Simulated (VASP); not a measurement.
# Ir (P6_3/mmc) in VASP: notebook

The runs below take Ir through single point, with r2SCAN.

Program: VASP 6.6.1. These are calculated values, not measurements. Logs are shortened: lines on timing, memory, paths and dates and some standing lists are left out, and cuts for length are marked.

## (1) The cell of the first run

It takes space group P6_3/mmc (No. 194, hexagonal). Conventional cell: a = 2.720 Å, b = 2.720 Å, c = 8.891 Å, α = 90.00°, β = 90.00°, γ = 120.00°. Within 3.6 Å of Ir (site symmetry -3m) lie 12 Ir at 2.72 Å. Within 3.6 Å of Ir (site symmetry -6m2) lie 12 Ir at 2.72 Å.

## (2) Single point, r2SCAN

File POSCAR:

```
Ir
1.0
    2.7199504802      0.0000000000      0.0000000000
   -1.3599752401      2.3555462129      0.0000000000
    0.0000000000      0.0000000000      8.8906220815
Ir
4
Direct
    0.0000000000      0.0000000000      1.0000000000
    0.0000000000      0.0000000000      0.5000000000
    0.3333333333      0.6666666667      0.2500000000
    0.6666666667      0.3333333333      0.7500000000
```

File INCAR.step1:

```
PREC = Accurate
ENCUT = 520
ISMEAR = -1
SIGMA = 0.1
LREAL = False
LASPH = True
NELM = 80
NBANDS = 26
GGA = PE
ALGO = Normal
EDIFF = 1E-4
LWAVE = True
LCHARG = False
```

File INCAR.step2:

```
PREC = Accurate
ENCUT = 520
EDIFF = 1E-7
ISMEAR = -1
SIGMA = 0.1
LREAL = False
LASPH = True
NELM = 80
ALGO = Normal
ISIF = 2
LWAVE = False
LCHARG = False
METAGGA = R2SCAN
LMIXTAU = True
NBANDS = 26
ISTART = 1
```

File KPOINTS:

```
regular mesh
0
Gamma
  13 13 4
```

Potentials or basis: VASP PAW PBE potentials, release 64 (Ir).

Run with:

```
$ cat potpaw_PBE.64/Ir/POTCAR > POTCAR
$ cp INCAR.step1 INCAR
$ mpirun -np 1 vasp_std > vasp.out
$ cp INCAR.step2 INCAR
$ mpirun -np 1 vasp_std > vasp.out
```

OUTCAR:

```text
PREC = Accurate
   ENCUT = 520
   EDIFF = 1E-7
   ISMEAR = -1
   LREAL = False
   LASPH = True
   NELM = 80
   ISIF = 2
   METAGGA = R2SCAN
   ISTART = 1

 ion  position               nearest neighbor table
   1  0.000  0.000  0.000-   3 2.72   4 2.72   4 2.72   3 2.72   4 2.72   3 2.72
   2  0.000  0.000  0.500-   3 2.72   4 2.72   4 2.72   3 2.72   4 2.72   3 2.72
   3  0.333  0.667  0.250-   1 2.72   2 2.72   1 2.72   2 2.72   1 2.72   2 2.72
   4  0.667  0.333  0.750-   1 2.72   2 2.72   1 2.72   2 2.72   1 2.72   2 2.72

  LATTYP: Found a hexagonal cell.
 ALAT       =     2.7199504802
 C/A-ratio  =     3.2686705682

  Lattice vectors:

 A1 = (   2.7199504802,   0.0000000000,   0.0000000000)
 A2 = (  -1.3599752401,   2.3555462129,   0.0000000000)
 A3 = (   0.0000000000,   0.0000000000,   8.8906220815)

Analysis of symmetry for initial positions (statically):
=====================================================================
 Subroutine PRICEL returns:
 Original cell was already a primitive cell.

 Routine SETGRP: Setting up the symmetry group for a
 hexagonal supercell.

 Subroutine GETGRP returns: Found 24 space group operations
 (whereof 12 operations were pure point group operations)
 out of a pool of 24 trial point group operations.

The static configuration has the point symmetry D_3d.
 The point group associated with its full space group is D_6h.

Analysis of symmetry for dynamics (positions and initial velocities):
=====================================================================
 Subroutine PRICEL returns:
 Original cell was already a primitive cell.

 Routine SETGRP: Setting up the symmetry group for a
 hexagonal supercell.

 Subroutine GETGRP returns: Found 24 space group operations
 (whereof 12 operations were pure point group operations)
 out of a pool of 24 trial point group operations.

The dynamic configuration has the point symmetry D_3d.
 The point group associated with its full space group is D_6h.

 Subroutine INISYM returns: Found 24 space group operations
 (whereof 12 operations are pure point group operations),
 and found     1 'primitive' translations

----------------------------------------------------------------------------------------

                                     Primitive cell

  volume of cell :      56.9619

  direct lattice vectors                    reciprocal lattice vectors
     2.719950480  0.000000000  0.000000000     0.367653752  0.212264993  0.000000000
    -1.359975240  2.355546213  0.000000000     0.000000000  0.424529986  0.000000000
     0.000000000  0.000000000  8.890622082     0.000000000  0.000000000  0.112478069

  length of vectors
     2.719950480  2.719950480  8.890622082     0.424529986  0.424529986  0.112478069

  position of ions in fractional coordinates (direct lattice)
     0.000000000  0.000000000  0.000000000
     0.000000000  0.000000000  0.500000000
     0.333333333  0.666666667  0.250000000
     0.666666667  0.333333333  0.750000000

  ion indices of the primitive-cell ions
   primitive index   ion index
                 1           1
                 2           2
                 3           3
                 4           4

----------------------------------------------------------------------------------------

 KPOINTS: regular mesh

Automatic generation of k-mesh.
 Grid dimensions read from file:
 generate k-points for:   13   13    4

 Generating k-lattice:

  Cartesian coordinates                     Fractional coordinates (reciprocal lattice)
     0.028281058  0.016328076  0.000000000     0.076923077  0.000000000  0.000000000
     0.000000000  0.032656153  0.000000000     0.000000000  0.076923077  0.000000000
     0.000000000  0.000000000  0.028119517     0.000000000  0.000000000  0.250000000

  Length of vectors
     0.032656153  0.032656153  0.028119517

  Shift w.r.t. Gamma in fractional coordinates (k-lattice)
     0.000000000  0.000000000  0.000000000

 Subroutine IBZKPT returns following result:
 ===========================================

 Found     63 irreducible k-points:

 Following reciprocal coordinates:
            Coordinates               Weight
  0.000000  0.000000  0.000000      1.000000
  0.076923  0.000000  0.000000      6.000000
  0.153846 -0.000000  0.000000      6.000000
  0.230769 -0.000000  0.000000      6.000000
  0.307692 -0.000000  0.000000      6.000000
  0.384615  0.000000  0.000000      6.000000
[... 16 lines left out ...]
  0.076923  0.000000  0.250000     12.000000
  0.153846 -0.000000  0.250000     12.000000
 [... further k-points ...]
   k-points           NKPTS =     63   k-points in BZ     NKDIM =     63   number of bands    NBANDS=     26
   number of dos      NEDOS =    301   number of ions     NIONS =      4
   total plane-waves  NPLWV =  28000
   dimension x,y,z NGX =    20 NGY =   20 NGZ =   70
   dimension x,y,z NGXF=    40 NGYF=   40 NGZF=  140
   ions per type =               4
   NGX,Y,Z   is equivalent  to a cutoff of  12.22, 12.22, 13.09 a.u.
   NGXF,Y,Z  is equivalent  to a cutoff of  24.45, 24.45, 26.18 a.u.
 SYSTEM =  unknown system
   PREC   = accura    normal or accurate (medium, high low for compatibility)
   ISTART =      1    job   : 0-new  1-cont  2-samecut
   ICHARG =      0    charge: 1-file 2-atom 10-const
   ISPIN  =      1    spin polarized calculation?
   LNONCOLLINEAR =      F non collinear calculations
   LSORBIT =      F    spin-orbit coupling
   LASPH  =      T    aspherical Exc in radial PAW
   ENCUT  =  520.0 eV  38.22 Ry    6.18 a.u.   5.06  5.06 16.53*2*pi/ulx,y,z
   NELM   =     80;   NELMIN=  2; NELMDL=  0     # of ELM steps
   EDIFF  = 0.1E-06   stopping-criterion for ELM
   LREAL  =      F    real-space projection
   EDIFFG = 0.1E-05   stopping-criterion for IOM
   NSW    =      0    number of steps for IOM
   IBRION =     -1    ionic relax: 0-MD 1-quasi-New 2-CG
   NFREE  =      0    steps in history (QN), initial steepest desc. (CG)
   ISIF   =      2    stress and relaxation
   ISYM   =      2    0-nonsym 1-usesym 2-fastsym
   POTIM  = 0.5000    time-step for ionic-motion
   TEBEG  =    0.0;   TEEND  =   0.0 temperature during run
   PSTRESS=    0.0 pullay stress
   NELECT =      36.0000    total number of electrons
   NUPDOWN=      -1.0000    fix difference up-down
   EMIN   =  10.00;   EMAX   =-10.00  energy-range for DOS
   EFERMI =   0.00;   METHOD = LEGACY
   ISMEAR =    -1;   SIGMA  =   0.10  broadening in eV -4-tet -1-fermi 0-gaus
   EFERMI_NEDOS =   21; number of points for ismear=-14 and -15
   IALGO  =     38    algorithm
   IMIX   =      4    mixing-type and parameters
     AMIX     =   0.40;   BMIX     =  1.00
     AMIX_MAG =   1.60;   BMIX_MAG =  1.00
  volume/ion in A,a.u.               =      14.24        96.10
  Fermi-wavevector in a.u.,A,eV,Ry     =   1.404906  2.654888 26.854664  1.973762
  Thomas-Fermi vector in A             =   2.527421
   LORBIT       =      0    0 simple, 1 ext, 2 COOP (PROOUT), +10 PAW based schemes
   METAGGA = R2SCAN    functional components
   LHFCALC =     F    Hartree Fock is set to
   AEXX    =    0.0000 exact exchange contribution
   IVDW    =     0    specifies the selected vdW correction
   LEPSILON=     F    determine dielectric tensor
   LRPA    =     F    only Hartree local field effects (RPA)
 non-spin polarized calculation
  energy-cutoff  :      520.00
  volume of cell :       56.96
 maximum number of plane-waves:      1547
   NGX = 11   NGY = 11   NGZ = 33

 number of electron      36.0000000 magnetization

 Free energy of the ion-electron system (eV)
  ---------------------------------------------------
  ext. energy  EPLUGINS =         0.00000000
  ---------------------------------------------------
  free energy    TOTEN  =      -209.36604733 eV

  energy without entropy =     -209.23566937  energy(sigma->0) =     -209.30085835

 E-fermi :  10.1159     XC(G=0): -15.2855

 val. band max:       10.1084139237   @ k =   0.3077   0.2308   0.5000
 cond. band min:      10.1184497845   @ k =   0.3846   0.1538   0.0000
 fundamental gap:      0.0100358608
 Fermi energy:        10.1159224787

 k-point     1 :       0.0000    0.0000    0.0000
  band No.  band energies     occupation
      1      -1.3956      2.00000
      2       0.8761      2.00000
      3       0.9029      2.00000
      4       1.7155      2.00000
      5       5.5771      2.00000
      6       5.6196      2.00000
[... 18 lines left out ...]
     25      17.5708      0.00000
     26      23.8764      0.00000

 k-point     2 :       0.0769    0.0000    0.0000
  band No.  band energies     occupation
      1      -1.1533      2.00000
      2       1.1059      2.00000
      3       1.1325      2.00000
      4       1.9369      2.00000
      5       5.2729      2.00000
      6       5.4562      2.00000
[... 18 lines left out ...]
     25      17.4966      0.00000
     26      24.2179      0.00000

 k-point     3 :       0.1538   -0.0000    0.0000
  band No.  band energies     occupation
      1      -0.4655      2.00000
      2       1.7062      2.00000
      3       1.7325      2.00000
      4       2.5183      2.00000
      5       4.7342      2.00000
      6       5.0708      2.00000
[... 18 lines left out ...]
     25      17.2965      0.00000
     26      24.8911      0.00000

 k-point     4 :       0.2308   -0.0000    0.0000
  band No.  band energies     occupation
      1       0.5283      2.00000
      2       2.3093      2.00000
      3       2.3321      2.00000
      4       3.1030      2.00000
      5       4.3336      2.00000
      6       4.6167      2.00000
[... 18 lines left out ...]
     25      17.0669      0.00000
     26      24.1258      0.00000
[... 496 lines left out ...]
      1      -1.2156      2.00000
      2       0.0662      2.00000
      3       1.4748      2.00000
      4       1.7237      2.00000
      5       5.5630      2.00000
      6       5.9931      2.00000
[... 18 lines left out ...]
     25      18.4684      0.00000
     26      22.8395      0.00000

 k-point    23 :       0.0769    0.0000    0.2500
  band No.  band energies     occupation
      1      -0.9763      2.00000
      2       0.2918      2.00000
      3       1.7136      2.00000
      4       1.9488      2.00000
      5       5.4020      2.00000
      6       5.6383      2.00000
[... 18 lines left out ...]
     25      18.4472      0.00000
     26      22.9266      0.00000

 k-point    24 :       0.1538   -0.0000    0.2500
  band No.  band energies     occupation
      1      -0.3009      2.00000
      2       0.8982      2.00000
      3       2.3396      2.00000
      4       2.5424      2.00000
      5       4.9159      2.00000
      6       5.0690      2.00000
[... 18 lines left out ...]
     25      18.4290      0.00000
     26      23.0735      0.00000

 [... further k-points ...]
[... 5 lines left out ...]
  --------------------------------------------------------------------------------------
  -------------------------------------------------------------------------------------
  Total        0.8706236      0.8706236      0.8930969      0.0000000      0.0000000      0.0000000
  in kB       24.4881642     24.4881642     25.1202749      0.0000000      0.0000000      0.0000000
  external PRESSURE =      24.6988678 kB  Pullay stress =       0.0000000 kB

 VOLUME and BASIS-vectors are now :
 -----------------------------------------------------------------------------
  energy-cutoff  :      520.00
  volume of cell :       56.96
      direct lattice vectors                 reciprocal lattice vectors
     2.719950480  0.000000000  0.000000000     0.367653752  0.212264993  0.000000000
    -1.359975240  2.355546213  0.000000000     0.000000000  0.424529986  0.000000000
     0.000000000  0.000000000  8.890622082     0.000000000  0.000000000  0.112478069

 POSITION                                       TOTAL-FORCE (eV/Angst)
 -----------------------------------------------------------------------------------
      0.00000      0.00000      0.00000        -0.000000      0.000000      0.000000
      0.00000      0.00000      4.44531        -0.000000      0.000000      0.000000
     -0.00000      1.57036      2.22266        -0.000000      0.000000     -0.000000
      1.35998      0.78518      6.66797         0.000000     -0.000000     -0.000000
 -----------------------------------------------------------------------------------
    total drift:                                0.000000     -0.000000      0.000000

  FREE ENERGIE OF THE ION-ELECTRON SYSTEM (eV)
  ---------------------------------------------------
  free  energy   TOTEN  =      -209.3660473310 eV

  energy  without entropy=     -209.2356693700  energy(sigma->0) =     -209.30085835
```

Run time: 4.3 min. Hardware: 1 thread of AMD EPYC 9R45 (Zen 5), shared host; peak memory 0.19 GiB.

Results:

* Free energy: -209.3660 eV
* Pressure: 2.5 GPa
* Band gap on the k mesh: zero (band 18 reaches 11.09 eV, above the bottom of band 19 at 8.48 eV)

Levels at points of the mesh, in eV from the Fermi level:
```tsv
k point	band 16	band 17	band 18	band 19	band 20	band 21
(0.00, 0.00, 0.00)	-1.91	-1.91	-1.11	-1.11	-0.75	-0.40
(0.00, 0.00, 0.50)	-2.76	-1.49	-1.49	-1.49	-1.49	0.18
```

Caveat: the PAW data sets were made with another functional, which shifts forces and pressure a little; spin-orbit coupling is left out, which moves the levels of the heavy elements.

## (3) Single point, r2SCAN (volume scaled by 0.88)

File POSCAR:

```
Ir
1.0
    2.6064849482      0.0000000000      0.0000000000
   -1.3032424741      2.2572821797      0.0000000000
    0.0000000000      0.0000000000      8.5197406365
Ir
4
Direct
    0.0000000000      0.0000000000      1.0000000000
    0.0000000000      0.0000000000      0.5000000000
    0.3333333333      0.6666666667      0.2500000000
    0.6666666667      0.3333333333      0.7500000000
```

File INCAR.step1:

```
ALGO     = Normal         # electronic algorithm
EDIFF    = 1E-4           # SCF threshold, eV
ENCUT    = 520            # plane-wave cutoff, eV
GGA      = PE             # functional
ISMEAR   = -1             # smearing method
LASPH    = True           # aspherical terms in the spheres
LCHARG   = False          # write CHGCAR
LREAL    = False          # projectors in reciprocal space
LWAVE    = True           # write WAVECAR
NBANDS   = 26             # bands
NELM     = 80             # most SCF steps
PREC     = Accurate       # precision mode
SIGMA    = 0.1            # smearing width, eV
```

File INCAR.step2:

```
ALGO     = Normal         # electronic algorithm
EDIFF    = 1E-6           # SCF threshold, eV
ENCUT    = 520            # plane-wave cutoff, eV
ISIF     = 2              # what is computed and relaxed
ISMEAR   = -1             # smearing method
ISTART   = 1            
LASPH    = True           # aspherical terms in the spheres
LCHARG   = True           # write CHGCAR
LELF     = True           # ELF
LMIXTAU  = True         
LREAL    = False          # projectors in reciprocal space
LVHAR    = True         
LWAVE    = False          # write WAVECAR
METAGGA  = R2SCAN         # meta-GGA
NBANDS   = 26             # bands
NELM     = 80             # most SCF steps
PREC     = Accurate       # precision mode
SIGMA    = 0.1            # smearing width, eV
```

File KPOINTS:

```
k-points
0
Gamma
  15 15 4
```

Potentials or basis: VASP PAW PBE potentials, release 64 (Ir).

Run with:

```
$ cat potpaw_PBE.64/Ir/POTCAR > POTCAR
$ cp INCAR.step1 INCAR
$ mpirun -np 1 vasp_std > vasp.out
$ cp INCAR.step2 INCAR
$ mpirun -np 1 vasp_std > vasp.out
```

Wall time 2.9 min (1 thread of AMD EPYC 9R45 (Zen 5), shared host); peak memory 0.19 GiB.

It converged, with:

| Item | Value |
| --- | --- |
| Free energy | -207.9910 eV |
| Pressure | 70.7 GPa |
| Band gap on the k mesh | zero (band 18 reaches 13.75 eV, above the bottom of band 19 at 10.51 eV) |

Stress tensor (GPa, compression positive):
```
70.64  0.00  0.00
 0.00 70.64  0.00
 0.00  0.00 70.95
```

Levels at points of the mesh, in eV from the Fermi level:
```
           k point  band 15  band 16  band 17  band 18  band 19  band 20  band 21  band 22
(0.00, 0.00, 0.00)    -4.14    -2.28    -2.28    -1.33    -1.33    -1.04    -0.42    -0.42
(0.00, 0.00, 0.50)    -3.23    -3.23    -1.76    -1.76    -1.76    -1.76     0.27     0.27
```

Caveat: the PAW data sets were made with another functional, which shifts forces and pressure a little; spin-orbit coupling is left out, which moves the levels of the heavy elements.
